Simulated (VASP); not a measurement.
# Hf: relaxation of cell and atoms with PBEsol

The system is Hf.

```
Hf
1.0
    -1.80500    1.80500    1.80500
     1.80500   -1.80500    1.80500
     1.80500    1.80500   -1.80500
Hf
1
Direct
  0.00000 0.00000 0.00000
```

- Program: VASP 6.6.1
- Task: relaxation of cell and atoms
- Functional: PBEsol
- Potentials or basis: VASP PAW PBE potentials, release 64 (Hf_pv)
- Cutoff: 500 eV
- k mesh: 7 × 7 × 7
- Occupations: fermi-dirac, width 0.02 eV
- Spin: no spin polarisation
- Dipole correction: no
- Further INCAR settings: ALGO = Normal; EDIFF = 1e-07; IBRION = 2; EDIFFG = -0.05; NSW = 80; ISIF = 3

```json
{
 "Relaxed volume": "21.68 Å³/atom",
 "Relaxed cell": "a = 3.042 Å, b = 3.042 Å, c = 3.042 Å, α = 109.47°, β = 109.47°, γ = 109.47°",
 "Space group after relaxing (to 0.05 Å)": "Im-3m (No. 229)",
 "Energy gained by relaxing": "50.9 meV/atom",
 "Ionic steps": "4",
 "Pressure after relaxing": "0.0 GPa",
 "Band gap on the k mesh": "zero (band 5 reaches 6.14 eV, above the bottom of band 6 at 4.14 eV)"
}
```

Step by step:
| step | energy change (eV) | largest force (eV/Å) | pressure (GPa) | volume (Å³) |
| --- | --- | --- | --- | --- |
| 1 | 0.0000 | 0.0000 | -8.33 | 23.52 |
| 2 | 0.0297 | 0.0000 | 12.46 | 19.60 |
| 3 | -0.0509 | 0.0000 | -0.40 | 21.75 |
| 4 | -0.0509 | 0.0000 | 0.02 | 21.68 |

Final structure:
```
CELL_PARAMETERS angstrom
-1.75650 1.75650 1.75650
1.75650 -1.75650 1.75650
1.75650 1.75650 -1.75650
ATOMIC_POSITIONS crystal
Hf 0.00000 0.00000 0.00000
```

Levels at points of the mesh, in eV from the Fermi level:
```csv
k point,band 3,band 4,band 5,band 6,band 7,band 8
"(0.00, 0.00, 0.00)",-29.69,-7.13,1.52,1.52,1.52,4.41
```

Run time: 11 s on 1 thread of Intel(R) Xeon(R) Platinum 8259CL CPU @ 2.50GHz (Skylake/Cascade Lake) (shared host), peak memory 0.15 GiB.

Caveat: the PAW data sets were made with another functional, which shifts forces and pressure a little; spin-orbit coupling is left out, which moves the levels of the heavy elements.
